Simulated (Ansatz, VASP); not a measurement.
# Two plane-wave programs on F

```xyz
4
Lattice="3.0242 -1.7381 -0.2333 3.0242 1.7381 -0.2333 -2.2740 0.0000 6.9607" Properties=species:S:1:pos:R:3 pbc="T T T"
F     0.2994    0.0000    0.6147
F     3.4750    0.0000    5.8794
F     1.6836    0.0000    3.8987
F     2.0908    0.0000    2.5955
```

Change from the starting cell: volume 17.833 Å^3 an atom, stretch along a over the lengths across it, relative to the relaxed cell 1.0000.

Alike in both runs: task single point; functional PBEsol; k mesh 4 × 4 × 2; occupations gaussian, width 0.05 eV; no spin polarisation.

|  | VASP | Ansatz |
| --- | --- | --- |
| version | VASP 6.6.1 | Ansatz 0.2.0 |
| potentials or method | VASP PAW PBE potentials, release 64 (F), cutoff 520 eV | scalar-relativistic, plane waves, PAW |
| valence electrons in the cell | 28 | 28 |

|  | VASP | Ansatz | Ansatz less VASP |
| --- | --- | --- | --- |
| gap on the k mesh at the Fermi level (eV) | 3.39 | 3.48 | +0.089 |
| least direct gap on the mesh (eV) | 3.49 | 3.58 | +0.089 |
| pressure (GPa) | 3.6 | 3.1 | -0.51 |
| traceless stress, the component that is largest in VASP (GPa) | 6.43 | 4.72 | -1.708 |
| rms of the force components (eV/Å) | 1.117 | 0.820 | -0.2973 |

VASP's potentials were made for PBE, not for PBEsol. Atom by atom the forces differ by 0.297 eV/Å (rms over components). With one functional, cell and mesh, what is left measures potentials, basis and numerics.

The k mesh is coarse, so the values compare programs but aren't converged.
